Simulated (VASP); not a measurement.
Here is a VASP 6.6.1 calculation.

POSCAR

```
Pd
1.0
    3.1898244367      0.0000000000      0.0000000000
    0.0000000000      3.1898244367      0.0000000000
    0.0000000000      0.0000000000      3.1898244367
Pd
2
Direct
    0.0000000000      0.0000000000      0.0000000000
    0.5000000000      0.5000000000      0.5000000000
```

File INCAR.step1:

```
SYSTEM = Pd
PREC     = Accurate       ! precision mode
ENCUT    = 520            ! plane-wave cutoff, eV
ISMEAR   = -1             ! smearing method
SIGMA    = 0.05           ! smearing width, eV
LREAL    = .False.        ! projectors in reciprocal space
LASPH    = .True.         ! aspherical terms in the spheres
NELM     = 150            ! most SCF steps
ISPIN    = 2              ! spin polarisation
MAGMOM   = 0.5 -0.5       ! initial moments
LMAXMIX  = 4              ! l up to which the mixer works
NBANDS   = 21             ! bands
GGA      = PE             ! functional
ALGO     = Normal         ! electronic algorithm
EDIFF    = 1E-4           ! SCF threshold, eV
LWAVE    = .True.         ! write WAVECAR
LCHARG   = .False.        ! write CHGCAR
```

File INCAR.step2:

```
SYSTEM = Pd
PREC     = Accurate       ! precision mode
ENCUT    = 520            ! plane-wave cutoff, eV
EDIFF    = 1E-7           ! SCF threshold, eV
ISMEAR   = -1             ! smearing method
SIGMA    = 0.05           ! smearing width, eV
LREAL    = .False.        ! projectors in reciprocal space
LASPH    = .True.         ! aspherical terms in the spheres
NELM     = 150            ! most SCF steps
ALGO     = Normal         ! electronic algorithm
ISIF     = 2              ! what is computed and relaxed
LWAVE    = .False.        ! write WAVECAR
LCHARG   = .True.         ! write CHGCAR
ISPIN    = 2              ! spin polarisation
MAGMOM   = 0.5 -0.5       ! initial moments
LORBIT   = 11             ! projections on sites
LMAXMIX  = 4              ! l up to which the mixer works
METAGGA  = R2SCAN         ! meta-GGA
LMIXTAU  = .True.       
LELF     = .True.         ! ELF
LVHAR    = .True.       
NBANDS   = 21             ! bands
ISTART   = 1
```

The input KPOINTS:

```
Automatic mesh
0
Gamma
  11 11 11
  0 0 0
```

Potentials or basis: VASP PAW PBE potentials, release 64 (Pd).

Launch:

```bash
$ cat potpaw_PBE.64/Pd/POTCAR > POTCAR
$ cp INCAR.step1 INCAR
$ mpirun -np 1 vasp_std > vasp.out
$ cp INCAR.step2 INCAR
$ mpirun -np 1 vasp_std > vasp.out
```

Question: What does it give for the pressure?

Answer: -10.8 GPa.

Question: What does it give for the band gap on the k mesh?

Answer: Zero (filled and empty bands overlap).

Caveat: the PAW data sets were made with another functional, which shifts forces and pressure a little.
